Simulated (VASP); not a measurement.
A run of VASP 6.6.1 is set up as follows.

The input INCAR:

```
PREC     = Accurate       # precision mode
ENCUT    = 520            # plane-wave cutoff, eV
EDIFF    = 1E-6           # SCF threshold, eV
ISMEAR   = -1             # smearing method
SIGMA    = 0.02           # smearing width, eV
LREAL    = F              # projectors in reciprocal space
LASPH    = T              # aspherical terms in the spheres
NELM     = 80             # most SCF steps
ALGO     = Normal         # electronic algorithm
ISIF     = 2              # what is computed and relaxed
LWAVE    = F              # write WAVECAR
LCHARG   = F              # write CHGCAR
GGA      = PE             # functional
IBRION   = 2              # ionic algorithm
NSW      = 80             # ionic steps
EDIFFG   = -0.02          # ionic threshold
```

KPOINTS

```
Automatic mesh
0
Gamma
  13 13 13
```

File POSCAR:

```
MgO
1.0
    0.0000000000      2.0580884821      2.0580884821
    2.0580884821      0.0000000000      2.0580884821
    2.0580884821      2.0580884821      0.0000000000
Mg O
1 1
Direct
    0.0000000000      0.0000000000      0.0000000000
    0.5000000000      0.5000000000      0.5000000000
```

Potentials or basis: VASP PAW PBE potentials, release 64 (Mg, O).

Launch:

```bash
$ cat potpaw_PBE.64/Mg/POTCAR potpaw_PBE.64/O/POTCAR > POTCAR
$ mpirun -np 1 vasp_std > vasp.out
```

Predict the band gap on the k mesh.

5.43 eV, direct.

Final structure:
```yaml
crystal:
  lattice:
    - [0.00000, 2.05809, 2.05809]
    - [2.05809, 0.00000, 2.05809]
    - [2.05809, 2.05809, 0.00000]
  atoms:
    - { symbol: Mg, position: [0.00000, 0.00000, 0.00000] }
    - { symbol: O, position: [0.50000, 0.50000, 0.50000] }
```

Caveat: the relaxation stopped at its first step, so nothing moved. A k mesh can miss the band edges.
